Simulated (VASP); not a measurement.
# SnSe (Fm-3m) in VASP: further runs

The runs below take SnSe through single point, with PBE+D4, revPBE, BLYP+D3(BJ).

All numbers are computed with VASP 6.6.1; they aren't measurements. Logs are shortened: lines on timing, memory, paths and dates and some standing lists are left out, and cuts for length are marked.

**1. The cell of the first run**

It takes space group Fm-3m (No. 225, cubic). Conventional cell: a = 5.939 Å, b = 5.939 Å, c = 5.939 Å, α = 90.00°, β = 90.00°, γ = 90.00°. Within 3.9 Å of Sn (site symmetry m-3m) lie 6 Se at 2.97 Å. Se (site symmetry m-3m) has 6 Sn at 2.97 Å within 3.9 Å.

**2. Single point, PBE+D4**

INCAR

```
SYSTEM = SnSe
PREC = Accurate
ENCUT = 520
EDIFF = 1E-7
ISMEAR = -1
SIGMA = 0.05
LREAL = .False.
LASPH = .True.
NELM = 80
ALGO = Normal
ISIF = 2
LWAVE = .False.
LCHARG = .True.
GGA = PE
IVDW = 13
LELF = .True.
LVHAR = .True.
NBANDS = 17
```

KPOINTS

```
Automatic mesh
0
Gamma
  8 8 8
  0 0 0
```

POSCAR

```
SnSe
1.0
    0.0000000000      2.9693193375      2.9693193375
    2.9693193375      0.0000000000      2.9693193375
    2.9693193375      2.9693193375      0.0000000000
Sn Se
1 1
Direct
    0.0000000000      0.0000000000      0.0000000000
    0.5000000000      0.5000000000      0.5000000000
```

Potentials or basis: VASP PAW PBE potentials, release 64 (Sn_d, Se).

On the command line:

```console
> cat potpaw_PBE.64/Sn_d/POTCAR potpaw_PBE.64/Se/POTCAR > POTCAR
> mpirun -np 1 vasp_std > vasp.out
```

OUTCAR:

```text
SYSTEM = SnSe
   PREC = Accurate
   ENCUT = 520
   EDIFF = 1E-7
   ISMEAR = -1
   LREAL = .False.
   LASPH = .True.
   NELM = 80
   ISIF = 2
   GGA = PE
   IVDW = 13

 ion  position               nearest neighbor table
   1  0.000  0.000  0.000-   2 2.97   2 2.97   2 2.97   2 2.97   2 2.97   2 2.97
   2  0.500  0.500  0.500-   1 2.97   1 2.97   1 2.97   1 2.97   1 2.97   1 2.97

  LATTYP: Found a face centered cubic cell.
 ALAT       =     5.9386386750

  Lattice vectors:

 A1 = (   0.0000000000,   2.9693193375,   2.9693193375)
 A2 = (   2.9693193375,   0.0000000000,   2.9693193375)
 A3 = (   2.9693193375,   2.9693193375,   0.0000000000)

Analysis of symmetry for initial positions (statically):
=====================================================================
 Subroutine PRICEL returns:
 Original cell was already a primitive cell.

 Routine SETGRP: Setting up the symmetry group for a
 face centered cubic supercell.

 Subroutine GETGRP returns: Found 48 space group operations
[... 9 lines left out ...]

 Routine SETGRP: Setting up the symmetry group for a
 face centered cubic supercell.

 Subroutine GETGRP returns: Found 48 space group operations
[... 11 lines left out ...]
                                     Primitive cell

  volume of cell :      52.3601

  direct lattice vectors                    reciprocal lattice vectors
     0.000000000  2.969319337  2.969319337    -0.168388760  0.168388760  0.168388760
     2.969319337  0.000000000  2.969319337     0.168388760 -0.168388760  0.168388760
     2.969319337  2.969319337  0.000000000     0.168388760  0.168388760 -0.168388760

  length of vectors
     4.199251678  4.199251678  4.199251678     0.291657887  0.291657887  0.291657887

  position of ions in fractional coordinates (direct lattice)
     0.000000000  0.000000000  0.000000000
     0.500000000  0.500000000  0.500000000

  ion indices of the primitive-cell ions
   primitive index   ion index
                 1           1
                 2           2

----------------------------------------------------------------------------------------

 KPOINTS: Automatic mesh

Automatic generation of k-mesh.
 Grid dimensions read from file:
 generate k-points for:    8    8    8

 Generating k-lattice:

  Cartesian coordinates                     Fractional coordinates (reciprocal lattice)
    -0.021048595  0.021048595  0.021048595     0.125000000  0.000000000  0.000000000
     0.021048595 -0.021048595  0.021048595     0.000000000  0.125000000  0.000000000
     0.021048595  0.021048595 -0.021048595     0.000000000  0.000000000  0.125000000

  Length of vectors
     0.036457236  0.036457236  0.036457236

  Shift w.r.t. Gamma in fractional coordinates (k-lattice)
     0.000000000  0.000000000  0.000000000

 Subroutine IBZKPT returns following result:
 ===========================================

 Found     29 irreducible k-points:

 Following reciprocal coordinates:
            Coordinates               Weight
  0.000000  0.000000  0.000000      1.000000
  0.125000  0.000000  0.000000      8.000000
  0.250000  0.000000  0.000000      8.000000
  0.375000  0.000000  0.000000      8.000000
  0.500000  0.000000  0.000000      4.000000
  0.125000  0.125000  0.000000      6.000000
[... 16 lines left out ...]
  0.500000  0.250000  0.125000     48.000000
 -0.375000  0.250000  0.125000     24.000000
 [... further k-points ...]
   k-points           NKPTS =     29   k-points in BZ     NKDIM =     29   number of bands    NBANDS=     17
   number of dos      NEDOS =    301   number of ions     NIONS =      2
   total plane-waves  NPLWV =  32768
   dimension x,y,z NGX =    32 NGY =   32 NGZ =   32
   dimension x,y,z NGXF=    64 NGYF=   64 NGZF=   64
   ions per type =               1   1
   NGX,Y,Z   is equivalent  to a cutoff of  12.67, 12.67, 12.67 a.u.
   NGXF,Y,Z  is equivalent  to a cutoff of  25.34, 25.34, 25.34 a.u.
 SYSTEM =  SnSe
   PREC   = accura    normal or accurate (medium, high low for compatibility)
   ISTART =      0    job   : 0-new  1-cont  2-samecut
   ICHARG =      2    charge: 1-file 2-atom 10-const
   ISPIN  =      1    spin polarized calculation?
   LNONCOLLINEAR =      F non collinear calculations
   LSORBIT =      F    spin-orbit coupling
   LASPH  =      T    aspherical Exc in radial PAW
   ENCUT  =  520.0 eV  38.22 Ry    6.18 a.u.   7.81  7.81  7.81*2*pi/ulx,y,z
   NELM   =     80;   NELMIN=  2; NELMDL= -5     # of ELM steps
   EDIFF  = 0.1E-06   stopping-criterion for ELM
   LREAL  =      F    real-space projection
   EDIFFG = 0.1E-05   stopping-criterion for IOM
   NSW    =      0    number of steps for IOM
   IBRION =     -1    ionic relax: 0-MD 1-quasi-New 2-CG
   NFREE  =      0    steps in history (QN), initial steepest desc. (CG)
   ISIF   =      2    stress and relaxation
   ISYM   =      2    0-nonsym 1-usesym 2-fastsym
   POTIM  = 0.5000    time-step for ionic-motion
   TEBEG  =    0.0;   TEEND  =   0.0 temperature during run
   PSTRESS=    0.0 pullay stress
   NELECT =      20.0000    total number of electrons
   NUPDOWN=      -1.0000    fix difference up-down
   EMIN   =  10.00;   EMAX   =-10.00  energy-range for DOS
   EFERMI =   0.00;   METHOD = LEGACY
   ISMEAR =    -1;   SIGMA  =   0.05  broadening in eV -4-tet -1-fermi 0-gaus
   EFERMI_NEDOS =   21; number of points for ismear=-14 and -15
   IALGO  =     38    algorithm
   IMIX   =      4    mixing-type and parameters
     AMIX     =   0.40;   BMIX     =  1.00
     AMIX_MAG =   1.60;   BMIX_MAG =  1.00
  volume/ion in A,a.u.               =      26.18       176.67
  Fermi-wavevector in a.u.,A,eV,Ry     =   1.187822  2.244658 19.196738  1.410920
  Thomas-Fermi vector in A             =   2.323965
   LORBIT       =      0    0 simple, 1 ext, 2 COOP (PROOUT), +10 PAW based schemes
   GGA     = PE    functional components
   LHFCALC =     F    Hartree Fock is set to
   AEXX    =    0.0000 exact exchange contribution
   IVDW    =    13    specifies the selected vdW correction
   LEPSILON=     F    determine dielectric tensor
   LRPA    =     F    only Hartree local field effects (RPA)
 non-spin polarized calculation
  energy-cutoff  :      520.00
  volume of cell :       52.36
 maximum number of plane-waves:      1424
   NGX = 15   NGY = 15   NGZ = 15

 number of electron      20.0000006 magnetization

 Free energy of the ion-electron system (eV)
  ---------------------------------------------------
  ext. energy  EPLUGINS =         0.00000000
  ---------------------------------------------------
  free energy    TOTEN  =        -8.19041923 eV

  energy without entropy =       -8.19038747  energy(sigma->0) =       -8.19040335

 E-fermi :   6.3465     XC(G=0):  -9.7869

 val. band max:        6.0164049884   @ k =   0.5000   0.0000   0.0000
 cond. band min:       6.7437862651   @ k =  -0.3750   0.1250   0.0000
 fundamental gap:      0.7273812767
 Fermi energy:         6.3465417081

 k-point     1 :       0.0000    0.0000    0.0000
  band No.  band energies     occupation
      1     -15.5499      2.00000
      2     -15.5499      2.00000
      3     -15.5499      2.00000
      4     -15.5495      2.00000
      5     -15.5495      2.00000
      6      -8.1028      2.00000
[... 9 lines left out ...]
     16      11.8638      0.00000
     17      14.2204      0.00000

 k-point     2 :       0.1250    0.0000    0.0000
  band No.  band energies     occupation
      1     -15.5510      2.00000
      2     -15.5510      2.00000
      3     -15.5495      2.00000
      4     -15.5476      2.00000
      5     -15.5475      2.00000
      6      -7.9850      2.00000
[... 9 lines left out ...]
     16      12.2506      0.00000
     17      15.3455      0.00000

 k-point     3 :       0.2500    0.0000    0.0000
  band No.  band energies     occupation
      1     -15.5544      2.00000
      2     -15.5544      2.00000
      3     -15.5484      2.00000
      4     -15.5421      2.00000
      5     -15.5421      2.00000
      6      -7.6656      2.00000
[... 9 lines left out ...]
     16      13.2379      0.00000
     17      17.5776      0.00000

 k-point     4 :       0.3750    0.0000    0.0000
  band No.  band energies     occupation
      1     -15.5579      2.00000
      2     -15.5579      2.00000
      3     -15.5475      2.00000
      4     -15.5367      2.00000
      5     -15.5367      2.00000
      6      -7.2747      2.00000
[... 9 lines left out ...]
     16      14.7520      0.00000
     17      17.7308      0.00000

 k-point     5 :       0.5000    0.0000    0.0000
  band No.  band energies     occupation
      1     -15.5593      2.00000
      2     -15.5593      2.00000
      3     -15.5472      2.00000
      4     -15.5344      2.00000
      5     -15.5344      2.00000
      6      -7.0800      2.00000
[... 9 lines left out ...]
     16      16.3037      0.00000
     17      16.3412      0.00000

 k-point     6 :       0.1250    0.1250    0.0000
  band No.  band energies     occupation
      1     -15.5531      2.00000
      2     -15.5510      2.00000
      3     -15.5481      2.00000
      4     -15.5469      2.00000
      5     -15.5469      2.00000
      6      -7.9454      2.00000
[... 9 lines left out ...]
     16      12.9671      0.00000
     17      14.4563      0.00000
[... 281 lines left out ...]
 k-point    21 :       0.5000    0.5000    0.0000
  band No.  band energies     occupation
      1     -15.5849      2.00000
      2     -15.5577      2.00000
      3     -15.5404      2.00000
      4     -15.5290      2.00000
      5     -15.5290      2.00000
      6      -6.7628      2.00000
[... 9 lines left out ...]
     16      18.0565      0.00000
     17      18.7777      0.00000

 k-point    22 :       0.3750    0.2500    0.1250
  band No.  band energies     occupation
      1     -15.5618      2.00000
      2     -15.5506      2.00000
      3     -15.5501      2.00000
      4     -15.5399      2.00000
      5     -15.5378      2.00000
      6      -7.4079      2.00000
[... 9 lines left out ...]
     16      15.5887      0.00000
     17      15.7541      0.00000

 k-point    23 :       0.5000    0.2500    0.1250
  band No.  band energies     occupation
      1     -15.5650      2.00000
      2     -15.5524      2.00000
      3     -15.5473      2.00000
      4     -15.5380      2.00000
      5     -15.5350      2.00000
      6      -7.0736      2.00000
[... 9 lines left out ...]
     16      15.8477      0.00000
     17      17.3212      0.00000

 k-point    24 :      -0.3750    0.2500    0.1250
  band No.  band energies     occupation
      1     -15.5661      2.00000
      2     -15.5537      2.00000
      3     -15.5441      2.00000
      4     -15.5395      2.00000
      5     -15.5333      2.00000
      6      -6.9141      2.00000
[... 9 lines left out ...]
     16      16.9709      0.00000
     17      17.0191      0.00000

 [... further k-points ...]

------------------------ aborting loop because EDIFF is reached ----------------------------------------

  DFT-D4 for vdW energy calculation

  Edisp (eV):   -0.80694

  FORCE on cell =-STRESS in cart. coord.  units (eV):
  Direction    XX          YY          ZZ          XY          YZ          ZX
  --------------------------------------------------------------------------------------
  -------------------------------------------------------------------------------------
  Total       0.28889     0.28889     0.28889     0.00000     0.00000     0.00000
  in kB       8.83972     8.83972     8.83972     0.00000     0.00000     0.00000
  external pressure =        8.84 kB  Pullay stress =        0.00 kB

 VOLUME and BASIS-vectors are now :
 -----------------------------------------------------------------------------
  energy-cutoff  :      520.00
  volume of cell :       52.36
      direct lattice vectors                 reciprocal lattice vectors
     0.000000000  2.969319337  2.969319337    -0.168388760  0.168388760  0.168388760
     2.969319337  0.000000000  2.969319337     0.168388760 -0.168388760  0.168388760
     2.969319337  2.969319337  0.000000000     0.168388760  0.168388760 -0.168388760

 POSITION                                       TOTAL-FORCE (eV/Angst)
 -----------------------------------------------------------------------------------
      0.00000      0.00000      0.00000         0.000000      0.000000      0.000000
      2.96932      2.96932      2.96932         0.000000      0.000000      0.000000
 -----------------------------------------------------------------------------------
    total drift:                                0.000000     -0.000000     -0.000000

  FREE ENERGIE OF THE ION-ELECTRON SYSTEM (eV)
  ---------------------------------------------------
  free  energy   TOTEN  =        -8.9973568770 eV

  energy  without entropy=       -8.9973251228  energy(sigma->0) =       -8.99734100
```

Run time: 18 s. Hardware: 1 thread of Intel Xeon Platinum 8488C (Sapphire Rapids), shared host; peak memory 0.18 GiB.

What came out:

```
Free energy                : -8.9974 eV
Pressure                   : 0.9 GPa
Band gap on the k mesh     : 0.73 eV, indirect (least direct gap 0.77 eV)
Dispersion energy per atom : -0.403 eV
```

Caveat: spin-orbit coupling is left out, which moves the levels of the heavy elements.

**3. Single point, revPBE**

INCAR

```
ALGO = Normal ; EDIFF = 1E-6
ENCUT = 520 ; GGA = RE
ISIF = 2 ; ISMEAR = -1
LASPH = True ; LCHARG = False
LREAL = False ; LWAVE = False
NBANDS = 17 ; NELM = 80
PREC = Accurate ; SIGMA = 0.05
```

KPOINTS

```
k-points
0
Gamma
  8 8 8
```

POSCAR is that of step 2.

Potentials or basis: VASP PAW PBE potentials, release 64 (Sn_d, Se).

On the command line:

```console
> cat potpaw_PBE.64/Sn_d/POTCAR potpaw_PBE.64/Se/POTCAR > POTCAR
> mpirun -np 1 vasp_std > vasp.out
```

It took 14 s on 1 thread of Intel Xeon Platinum 8488C (Sapphire Rapids), shared host; peak memory 0.18 GiB.

Results (log left out):

```yaml
Free_energy: -7.5594 eV
Pressure: 4.5 GPa
Band_gap_on_the_k_mesh: 0.72 eV, indirect (least direct gap 0.74 eV)
```

Levels at points of the mesh, in eV from the valence-band top:
```
           k point  band 7  band 8  band 9  band 10  band 11  band 12  band 13  band 14
(0.00, 0.00, 0.00)   -4.89   -2.33   -2.33    -2.33     4.49     4.49     4.49     5.81
(0.50, 0.00, 0.00)   -8.25   -2.08   -2.08     0.00     0.74     1.23     1.23     8.41
(0.50, 0.50, 0.00)   -5.99   -5.76   -3.85    -3.85     2.91     5.60     5.60     6.26
```

Caveat: the PAW data sets were made with another functional, which shifts forces and pressure a little; spin-orbit coupling is left out, which moves the levels of the heavy elements.

**4. Single point, BLYP+D3(BJ)**

INCAR

```
SYSTEM = SnSe
PREC = Accurate
ENCUT = 520
EDIFF = 1E-6
ISMEAR = -1
SIGMA = 0.05
LREAL = .FALSE.
LASPH = .TRUE.
NELM = 100
ALGO = Normal
ISIF = 2
LWAVE = .FALSE.
LCHARG = .FALSE.
GGA = B5
ALDAX = 1.0
AGGAX = 1.0
AGGAC = 1.0
ALDAC = 0.0
IVDW = 12
VDW_S6 = 1.0
VDW_S8 = 2.6996
VDW_A1 = 0.4298
VDW_A2 = 4.2359
NBANDS = 17
```

KPOINTS

```
regular mesh
0
G
  8 8 8
  0 0 0
```

POSCAR is that of step 3.

On the command line:

```console
> cat potpaw_PBE.64/Sn_d/POTCAR potpaw_PBE.64/Se/POTCAR > POTCAR
> mpirun -np 1 vasp_std > vasp.out
```

Wall time 22 s (1 thread of Intel Xeon Platinum 8488C (Sapphire Rapids), shared host); peak memory 0.19 GiB.

The run converged. Its results:

- Free energy: -8.6100 eV
- Pressure: 2.3 GPa
- Band gap on the k mesh: 0.57 eV, direct
- Dispersion energy per atom: -0.853 eV

Levels at points of the mesh, in eV from the valence-band top:
```tsv
k point	band 7	band 8	band 9	band 10	band 11	band 12	band 13	band 14
(0.00, 0.00, 0.00)	-5.13	-2.40	-2.40	-2.40	4.28	4.28	4.28	5.96
(0.50, 0.00, 0.00)	-8.38	-2.12	-2.12	0.00	0.57	1.13	1.13	8.61
(0.50, 0.50, 0.00)	-6.24	-5.74	-3.88	-3.88	3.14	5.39	5.39	6.12
```

Caveat: the PAW data sets were made with another functional, which shifts forces and pressure a little; spin-orbit coupling is left out, which moves the levels of the heavy elements. A k mesh can miss the band edges.

(Continued in part 2 of 2.)
